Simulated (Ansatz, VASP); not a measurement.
# One calculation of TiAl, two programs

```
CELL_PARAMETERS angstrom
3.11354 0.00000 0.00000
0.00000 3.39966 0.00000
0.00000 0.00000 3.39966
ATOMIC_POSITIONS crystal
Ti 0.00000 0.00000 0.00000
Al 0.50000 0.50000 0.50000
```

Alike in both runs: task single point; functional PBE; k mesh 12 × 12 × 12; occupations gaussian, width 0.1 eV; no spin polarisation.

|  | VASP | Ansatz |
| --- | --- | --- |
| version | VASP 6.6.1 | Ansatz 0.2.0 |
| potentials or method | VASP PAW PBE potentials, release 64 (Ti_sv, Al), cutoff 520 eV | scalar-relativistic, plane waves, PAW |
| valence electrons in the cell | 15 | 15 |

```tsv
	VASP	Ansatz	Ansatz less VASP
gap on the k mesh at the Fermi level (eV)	none	none	-
pressure (GPa)	-9.4	-9.3	+0.03
traceless stress, the component that is largest in VASP (GPa)	-1.42	-1.42	+0.006
```

A gap of «none» marks a metal or a gap that the smearing closes.
